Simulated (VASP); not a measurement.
Runs of VASP 6.6.1 on Zn. The structure is that of space group Im-3m (No. 229), or close to it. The cells are those of the table. 

| level | potentials or basis | cell | k mesh | gap on the mesh (eV) | pressure (GPa) |
| --- | --- | --- | --- | --- | --- |
| LDA | VASP PAW LDA potentials, release 64 (Zn) | a = 2.617 Å, angles 109.5°, 1 atom | 18 × 18 × 18 | none | 0.0 |
| PBE | VASP PAW PBE potentials, release 64 (Zn) | a = 2.599 Å, angles 109.5°, 1 atom | 18 × 18 × 18 | none | (b) |
| PBE | VASP PAW PBE potentials, release 64 (Zn) | a = 2.800 Å, angles 109.5°, 1 atom | 18 × 18 × 18 | none | -4.6 |
| PBE | VASP PAW PBE potentials, release 64 (Zn) | a = 2.828 Å, angles 109.5°, 1 atom | 18 × 18 × 18 | none | -5.5 |
| PBE | VASP PAW PBE potentials, release 64 (Zn) | a = 2.830, b = 2.860, c = 2.838 Å, angles 110.6, 107.8, 110.4°, 1 atom | 16 × 16 × 16 | none | -5.8 |
| PBE | VASP PAW PBE potentials, release 64 (Zn) | a = 2.657 Å, angles 109.5°, 1 atom | 18 × 18 × 18 | none | 5.2 |
| PBE | VASP PAW PBE potentials, release 64 (Zn) | a = 2.739 Å, angles 109.5°, 1 atom | 18 × 18 × 18 | none | -1.5 |
| PBE | VASP PAW PBE potentials, release 64 (Zn) | a = 2.628 Å, angles 109.5°, 1 atom | 18 × 18 × 18 | none | (a) |

Alike in all rows: task single point; no spin polarisation; cutoff (eV) 520; smearing gaussian 0.1 eV.

**Question.** Estimate the missing entries.

**Answer.** (a) 8.4; (b) 12.3.

A gap of «none» marks levels without a gap at the run's occupations.
